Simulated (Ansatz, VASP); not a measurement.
One calculation of Te, two programs

The input POSCAR:

```
Te
1.0
    4.4540000000      0.0000000000      0.0000000000
   -2.2270000000      3.8572771485      0.0000000000
    0.0000000000      0.0000000000      5.9240000000
Te
3
Direct
    0.7310000000      0.7310000000      0.0000000000
    0.0000000000      0.2690000000      0.6666666667
    0.2690000000      0.0000000000      0.3333333333
```

File INCAR.step1:

```
SYSTEM = Te
PREC = Accurate ; ENCUT = 520
EDIFF = 1E-5 ; ISMEAR = -1
SIGMA = 0.05 ; LREAL = .FALSE.
LASPH = .TRUE. ; NELM = 100
ALGO = Normal ; ISIF = 2
LWAVE = .TRUE. ; LCHARG = .FALSE.
NBANDS = 16 ; GGA = PE
```

File INCAR.step2:

```
SYSTEM = Te
PREC = Accurate ; ENCUT = 520
EDIFF = 1E-7 ; ISMEAR = -1
SIGMA = 0.05 ; LREAL = .FALSE.
LASPH = .TRUE. ; NELM = 100
ALGO = Normal ; ISIF = 2
LWAVE = .FALSE. ; LCHARG = .FALSE.
GGA = PE ; LHFCALC = .TRUE.
AEXX = 0.15 ; HFSCREEN = 0.2078699
PRECFOCK = Normal ; NBANDS = 16
ISTART = 1
```

KPOINTS

```
Automatic mesh
0
G
  4 4 3
  0 0 0
```

Contents of input.yaml:

```yaml
crystal:
  lattice:
    - [4.454, 0.0, 0.0]
    - [-2.227, 3.8572771485, 0.0]
    - [0.0, 0.0, 5.924]
  atoms:
    - { symbol: Te, position: [0.731, 0.731, 0.0] }
    - { symbol: Te, position: [0.0, 0.269, 0.6666666667] }
    - { symbol: Te, position: [0.269, 0.0, 0.3333333333] }
hamiltonian:
  xc:
    exchange: pbe
    correlation: pbe
    exx: { coeff: 0.15, omega: 0.2078699 }
  pseudopotentials: { kind: paw }
kpoints:
  mp_grid: { grid: [4, 4, 3] }
scf:
  occupations: { method: fermi_dirac, width: 0.05 }
output:
  forces: true
  stress: true
  eigenvalues: true
  write_density: true
  write_potential: true
  elf: true
  volumetric_format: npy
```

Alike in both runs: task single point; functional PBE-based screened hybrid; k mesh 4 × 4 × 3; occupations fermi-dirac, width 0.05 eV; no spin polarisation.

```csv
,VASP,Ansatz
version,VASP 6.6.1,Ansatz 0.2.0
potentials or method,"VASP PAW PBE potentials, release 64 (Te)",Ansatz PAW
plane-wave cutoff (eV),520,420
valence electrons in the cell,18,48
```

```csv
,VASP,Ansatz,Ansatz less VASP
gap on the k mesh at the Fermi level (eV),1.06,1.07,+0.010
least direct gap on the mesh (eV),1.27,1.28,+0.015
pressure (GPa),0.3,0.5,+0.25
"traceless stress, the component that is largest in VASP (GPa)",-0.46,-0.39,+0.066
rms of the force components (eV/Å),0.075,0.072,-0.0031
```

VASP's potentials were made for PBE, not for PBE-based screened hybrid. Atom by atom the forces differ by 0.003 eV/Å (rms over components). VASP's potentials hold 18 valence electrons a cell and Ansatz's 48, so a difference there can come from the potentials and not from the codes.

Neither program's run includes spin-orbit coupling. Noted on Ansatz's run: odd divisions of the mesh miss points on the zone boundary, where band edges often lie, so the gap on the mesh can be too wide.
